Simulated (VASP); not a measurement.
# Mg2GeN2 (R3m) in VASP: single point with PBE

Aim: the single point of Mg2GeN2 with PBE.

Program: VASP 6.6.1. These are calculated values, not measurements. Logs are shortened: lines on timing, memory, paths and dates and some standing lists are left out, and cuts for length are marked.

## (1) The cell of the first run

It takes space group R3m (No. 160, trigonal). The conventional cell has a = 3.132 Å, b = 3.132 Å, c = 22.934 Å, α = 90.00°, β = 90.00°, γ = 120.00°. Within 2.8 Å of Mg (site symmetry 3m) lie 3 N at 2.07 Å and 3 Mg at 2.79 Å. Within 2.8 Å of Mg (site symmetry 3m) lie 6 N at 2.13 to 2.62 Å and 3 Mg at 2.79 Å. Ge (site symmetry 3m) has 3 N at 2.04 Å within 2.7 Å. N (site symmetry 3m) has 6 Mg at 2.07 to 2.13 Å within 2.7 Å. Within 2.7 Å of N (site symmetry 3m) lie 3 Ge at 2.04 Å and 3 Mg at 2.62 Å.

## (2) Single point, PBE

The input, INCAR:

```
  ALGO = Normal
  EDIFF = 1E-6
  ENCUT = 750
  GGA = PE
  GGA_COMPAT = False
  ISIF = 2
  ISMEAR = 0
  LASPH = True
  LCHARG = True
  LELF = True
  LREAL = False
  LVHAR = True
  LWAVE = False
  NBANDS = 55
  NELM = 120
  PREC = Accurate
  SIGMA = 0.1
```

The input, KPOINTS:

```
k-points
0
Gamma
  4 4 4
```

The input, POSCAR:

```
Mg2GeN2
1.0
   -3.1317432932      0.0000000000      0.0000000000
    0.0000000000      5.4243385001      0.0000000000
    1.5658716466     -0.9040564167     -7.6445673583
Mg Ge N
4 2 4
Direct
    0.0586157722      0.6862052574      0.1172315444
    0.5586157722      0.1862052574      0.1172315444
    0.6973171417      0.8991057139      0.3946342834
    0.1973171417      0.3991057139      0.3946342834
    0.3835203959      0.7945067986      0.7670407918
    0.8835203959      0.2945067986      0.7670407918
    0.6242222914      0.5414074305      0.2484445827
    0.1242222914      0.0414074305      0.2484445827
    0.8215267239      0.6071755746      0.6430534478
    0.3215267239      0.1071755746      0.6430534478
```

Potentials or basis: VASP PAW PBE potentials, release 64 (Mg_sv, Ge_d, N).

The run is started by

```console
$ cat potpaw_PBE.64/Mg_sv/POTCAR potpaw_PBE.64/Ge_d/POTCAR potpaw_PBE.64/N/POTCAR > POTCAR
$ mpirun -np 1 vasp_std > vasp.out
```

OUTCAR:

```text
EDIFF = 1E-6
   ENCUT = 750
   GGA = PE
   ISIF = 2
   ISMEAR = 0
   LASPH = True
   LREAL = False
   NELM = 120
   PREC = Accurate

 ion  position               nearest neighbor table
   1  0.059  0.686  0.117-
   2  0.559  0.186  0.117-
   3  0.697  0.899  0.395-
   4  0.197  0.399  0.395-
   5  0.384  0.795  0.767-   9 2.04   9 2.04  10 2.04
   6  0.884  0.295  0.767-  10 2.04  10 2.04   9 2.04
   7  0.624  0.541  0.248-
   8  0.124  0.041  0.248-
   9  0.822  0.607  0.643-   5 2.04   5 2.04   6 2.04
  10  0.322  0.107  0.643-   6 2.04   6 2.04   5 2.04

  LATTYP: Found a base centered monoclinic cell.
 ALAT       =    15.3956783677
 B/A-ratio  =     0.2034170381
 C/A-ratio  =     0.3523286451
 COS(beta)  =    -0.1174428817

  Lattice vectors:

 A1 = (   1.5658716466,  -0.9040564167,  -7.6445673583)
 A2 = (  -1.5658716466,  -0.9040564167,  -7.6445673583)
 A3 = (   0.0000000000,   5.4243385001,   0.0000000000)

Analysis of symmetry for initial positions (statically):
=====================================================================
 Subroutine PRICEL returns following result:

  LATTYP: Found a trigonal (rhomboedric) cell.
 ALAT       =     7.8554873887
 COS(alpha) =     0.9205313117

  Lattice vectors:

 A1 = (   0.0000000000,   1.8081128333,  -7.6445673583)
 A2 = (   1.5658716466,  -0.9040564167,  -7.6445673583)
 A3 = (  -1.5658716466,  -0.9040564167,  -7.6445673583)

   2 primitive cells build up your supercell.

 Routine SETGRP: Setting up the symmetry group for a
 base centered monoclinic supercell.

 Subroutine GETGRP returns: Found  2 space group operations
 (whereof  2 operations were pure point group operations)
 out of a pool of  4 trial point group operations.

The static configuration has the point symmetry C_1h.

Analysis of symmetry for dynamics (positions and initial velocities):
=====================================================================
 Subroutine PRICEL returns following result:

  LATTYP: Found a trigonal (rhomboedric) cell.
 ALAT       =     7.8554873887
 COS(alpha) =     0.9205313117

  Lattice vectors:

 A1 = (   0.0000000000,   1.8081128333,  -7.6445673583)
 A2 = (   1.5658716466,  -0.9040564167,  -7.6445673583)
 A3 = (  -1.5658716466,  -0.9040564167,  -7.6445673583)

   2 primitive cells build up your supercell.

 Routine SETGRP: Setting up the symmetry group for a
 base centered monoclinic supercell.

 Subroutine GETGRP returns: Found  2 space group operations
 (whereof  2 operations were pure point group operations)
 out of a pool of  4 trial point group operations.

The dynamic configuration has the point symmetry C_1h.

 Subroutine INISYM returns: Found  2 space group operations
 (whereof  2 operations are pure point group operations),
 and found     2 'primitive' translations

----------------------------------------------------------------------------------------

                                     Primitive cell

  volume of cell :      64.9316

  direct lattice vectors                    reciprocal lattice vectors
     0.000000000  1.808112833 -7.644567358    -0.000000000  0.368708553 -0.043603950
     1.565871647 -0.904056417 -7.644567358     0.319310974 -0.184354277 -0.043603950
    -1.565871647 -0.904056417 -7.644567358    -0.319310974 -0.184354277 -0.043603950

  length of vectors
     7.855487389  7.855487389  7.855487389     0.371277930  0.371277930  0.371277930

  position of ions in fractional coordinates (direct lattice)
     0.372410515  0.372410515  0.372410515
     0.798211428  0.798211428  0.798211428
     0.589013597  0.589013597  0.589013597
     0.082814861  0.082814861  0.082814861
     0.214351149  0.214351149  0.214351149

  ion indices of the primitive-cell ions
   primitive index   ion index
                 1           1
                 2           4
                 3           5
                 4           8
                 5           9

----------------------------------------------------------------------------------------

 KPOINTS: k-points

Automatic generation of k-mesh.
 Grid dimensions read from file:
 generate k-points for:    4    4    4

 Generating k-lattice:

  Cartesian coordinates                     Fractional coordinates (reciprocal lattice)
    -0.079827743  0.000000000 -0.016351481     0.250000000  0.000000000  0.000000000
     0.000000000  0.046088569 -0.005450494     0.000000000  0.250000000  0.000000000
     0.000000000  0.000000000 -0.032702963     0.000000000  0.000000000  0.250000000

  Length of vectors
     0.081485211  0.046409741  0.032702963

  Shift w.r.t. Gamma in fractional coordinates (k-lattice)
     0.000000000  0.000000000  0.000000000

 Subroutine IBZKPT returns following result:
 ===========================================

 Found     24 irreducible k-points:

 Following reciprocal coordinates:
            Coordinates               Weight
  0.000000  0.000000  0.000000      1.000000
  0.250000  0.000000  0.000000      4.000000
  0.500000  0.000000  0.000000      2.000000
  0.000000  0.250000  0.000000      2.000000
  0.250000  0.250000  0.000000      4.000000
  0.500000  0.250000  0.000000      4.000000
[... 16 lines left out ...]
  0.000000  0.250000  0.500000      2.000000
  0.000000  0.500000  0.500000      1.000000
   k-points           NKPTS =     24   k-points in BZ     NKDIM =     24   number of bands    NBANDS=     55
   number of dos      NEDOS =    301   number of ions     NIONS =     10
   total plane-waves  NPLWV =  94080
   dimension x,y,z NGX =    28 NGY =   48 NGZ =   70
   dimension x,y,z NGXF=    56 NGYF=   96 NGZF=  140
   ions per type =               4   2   4
   NGX,Y,Z   is equivalent  to a cutoff of  14.86, 14.71, 14.81 a.u.
   NGXF,Y,Z  is equivalent  to a cutoff of  29.73, 29.42, 29.63 a.u.
 SYSTEM =  unknown system
   PREC   = accura    normal or accurate (medium, high low for compatibility)
   ISTART =      0    job   : 0-new  1-cont  2-samecut
   ICHARG =      2    charge: 1-file 2-atom 10-const
   ISPIN  =      1    spin polarized calculation?
   LNONCOLLINEAR =      F non collinear calculations
   LSORBIT =      F    spin-orbit coupling
   LASPH  =      T    aspherical Exc in radial PAW
   ENCUT  =  750.0 eV  55.12 Ry    7.42 a.u.   6.99 12.11 17.54*2*pi/ulx,y,z
   NELM   =    120;   NELMIN=  2; NELMDL= -5     # of ELM steps
   EDIFF  = 0.1E-05   stopping-criterion for ELM
   LREAL  =      F    real-space projection
   EDIFFG = 0.1E-04   stopping-criterion for IOM
   NSW    =      0    number of steps for IOM
   IBRION =     -1    ionic relax: 0-MD 1-quasi-New 2-CG
   NFREE  =      0    steps in history (QN), initial steepest desc. (CG)
   ISIF   =      2    stress and relaxation
   ISYM   =      2    0-nonsym 1-usesym 2-fastsym
   POTIM  = 0.5000    time-step for ionic-motion
   TEBEG  =    0.0;   TEEND  =   0.0 temperature during run
   PSTRESS=    0.0 pullay stress
   NELECT =      88.0000    total number of electrons
   NUPDOWN=      -1.0000    fix difference up-down
   EMIN   =  10.00;   EMAX   =-10.00  energy-range for DOS
   EFERMI =   0.00;   METHOD = LEGACY
   ISMEAR =     0;   SIGMA  =   0.10  broadening in eV -4-tet -1-fermi 0-gaus
   EFERMI_NEDOS =   21; number of points for ismear=-14 and -15
   IALGO  =     38    algorithm
   IMIX   =      4    mixing-type and parameters
     AMIX     =   0.40;   BMIX     =  1.00
     AMIX_MAG =   1.60;   BMIX_MAG =  1.00
  volume/ion in A,a.u.               =      12.99        87.64
  Fermi-wavevector in a.u.,A,eV,Ry     =   1.437939  2.717311 28.132336  2.067668
  Thomas-Fermi vector in A             =   2.556961
   LORBIT       =      0    0 simple, 1 ext, 2 COOP (PROOUT), +10 PAW based schemes
   GGA     = PE    functional components
   LHFCALC =     F    Hartree Fock is set to
   AEXX    =    0.0000 exact exchange contribution
   IVDW    =     0    specifies the selected vdW correction
   LEPSILON=     F    determine dielectric tensor
   LRPA    =     F    only Hartree local field effects (RPA)
 non-spin polarized calculation
 Gauss-broadening in eV      SIGMA  =   0.10
  energy-cutoff  :      750.00
  volume of cell :      129.86
 maximum number of plane-waves:      6088
   NGX = 13   NGY = 25   NGZ = 35

 number of electron      87.9999994 magnetization

 Free energy of the ion-electron system (eV)
  ---------------------------------------------------
  ext. energy  EPLUGINS =         0.00000000
  ---------------------------------------------------
  free energy    TOTEN  =       -52.10005377 eV

  energy without entropy =      -52.10005225  energy(sigma->0) =      -52.10005301

 E-fermi :   5.0137     XC(G=0): -10.6305

 val. band max:        4.7138882431   @ k =   0.0000   0.0000   0.0000
 cond. band min:       5.2804526772   @ k =   0.0000   0.0000   0.5000
 fundamental gap:      0.5665644341
 Fermi energy:         5.0137180161

 k-point     1 :       0.0000    0.0000    0.0000
  band No.  band energies     occupation
      1     -69.8390      2.00000
      2     -69.8362      2.00000
      3     -69.4886      2.00000
      4     -69.4859      2.00000
      5     -36.6256      2.00000
      6     -36.6184      2.00000
[... 47 lines left out ...]
     54      11.6596      0.00000
     55      12.1024      0.00000

 k-point     2 :       0.2500    0.0000    0.0000
  band No.  band energies     occupation
      1     -69.8379      2.00000
      2     -69.8360      2.00000
      3     -69.4875      2.00000
      4     -69.4856      2.00000
      5     -36.6227      2.00000
      6     -36.6176      2.00000
[... 47 lines left out ...]
     54      11.6170      0.00000
     55      12.1491      0.00000
[... 1216 lines left out ...]
     54      11.4896      0.00000
     55      12.4022      0.00000

 k-point    24 :       0.0000    0.5000    0.5000
  band No.  band energies     occupation
      1     -69.8376      2.00000
      2     -69.8376      2.00000
      3     -69.4872      2.00000
      4     -69.4872      2.00000
      5     -36.6220      2.00000
      6     -36.6220      2.00000
[... 47 lines left out ...]
     54      11.5309      0.00000
     55      13.0063      0.00000

------------------------ aborting loop because EDIFF is reached ----------------------------------------

  FORCE on cell =-STRESS in cart. coord.  units (eV):
  Direction    XX          YY          ZZ          XY          YZ          ZX
  --------------------------------------------------------------------------------------
  -------------------------------------------------------------------------------------
  Total       -0.2321589     -0.3777058     -0.3555991      0.0000000     -0.0763484      0.0000000
  in kB       -2.8642444     -4.6599197     -4.3871796      0.0000000     -0.9419428      0.0000000
  external PRESSURE =      -3.9704479 kB  Pullay stress =       0.0000000 kB

 VOLUME and BASIS-vectors are now :
 -----------------------------------------------------------------------------
  energy-cutoff  :      750.00
  volume of cell :      129.86
      direct lattice vectors                 reciprocal lattice vectors
    -3.131743293  0.000000000  0.000000000    -0.319310974  0.000000000 -0.065405925
     0.000000000  5.424338500  0.000000000     0.000000000  0.184354277 -0.021801975
     1.565871647 -0.904056417 -7.644567358     0.000000000  0.000000000 -0.130811850

 POSITION                                       TOTAL-FORCE (eV/Angst)
 -----------------------------------------------------------------------------------
      0.00000      3.61623     -0.89618         0.000000     -0.005213      0.017419
     -1.56587      0.90406     -0.89618         0.000000     -0.005213      0.017419
     -1.56587      4.52028     -3.01681         0.000000      0.003871     -0.018950
      0.00000      1.80811     -3.01681         0.000000      0.003871     -0.018950
      0.00000      3.61623     -5.86369        -0.000000      0.018602      0.002367
     -1.56587      0.90406     -5.86369        -0.000000      0.018602      0.002367
     -1.56587      2.71217     -1.89925        -0.000000      0.001779      0.006174
     -0.00000      0.00000     -1.89925        -0.000000      0.001779      0.006174
     -1.56587      2.71217     -4.91587        -0.000000     -0.019040     -0.007010
      0.00000     -0.00000     -4.91587        -0.000000     -0.019040     -0.007010
 -----------------------------------------------------------------------------------
    total drift:                                0.000122      0.002719      0.005034

  FREE ENERGIE OF THE ION-ELECTRON SYSTEM (eV)
  ---------------------------------------------------
  free  energy   TOTEN  =       -52.1000537697 eV

  energy  without entropy=      -52.1000522526  energy(sigma->0) =      -52.10005301
```

It took 13 min on 1 thread of AMD EPYC, shared host; peak memory 0.41 GiB.

What came out:

- Free energy: -52.1001 eV
- Pressure: -0.4 GPa
- Largest force: 0.020 eV/Å
- Band gap on the k mesh: 0.57 eV

Forces on the atoms (eV/Å):
```
Mg   0.000 -0.005  0.017
Mg   0.000 -0.005  0.017
Mg   0.000  0.004 -0.019
Mg   0.000  0.004 -0.019
Ge   0.000  0.019  0.002
Ge   0.000  0.019  0.002
N    0.000  0.002  0.006
N    0.000  0.002  0.006
N    0.000 -0.019 -0.007
N    0.000 -0.019 -0.007
```

Stress tensor (GPa, compression positive):
```
-0.29  0.00  0.00
 0.00 -0.47 -0.09
 0.00 -0.09 -0.44
```

Levels at points of the mesh, in eV from the valence-band top:
| k point | band 42 | band 43 | band 44 | band 45 | band 46 | band 47 |
| --- | --- | --- | --- | --- | --- | --- |
| (0.00, 0.00, 0.00) | -0.85 | 0.00 | 0.00 | 0.71 | 1.46 | 3.15 |
| (0.50, 0.00, 0.00) | -2.00 | -0.99 | -0.99 | 2.13 | 2.13 | 3.01 |
| (0.00, 0.50, 0.00) | -1.51 | -0.46 | -0.46 | 2.28 | 2.28 | 3.63 |
| (0.50, 0.50, 0.00) | -1.08 | -0.85 | -0.85 | 0.71 | 1.18 | 2.67 |
| (0.00, 0.00, 0.50) | -0.66 | 0.00 | 0.00 | 0.57 | 1.18 | 2.67 |
| (0.00, 0.50, 0.50) | -0.46 | -0.44 | -0.44 | 2.34 | 2.34 | 3.34 |

Caveat: the k points lie up to 0.51 Å⁻¹ apart. A k mesh can miss the band edges.
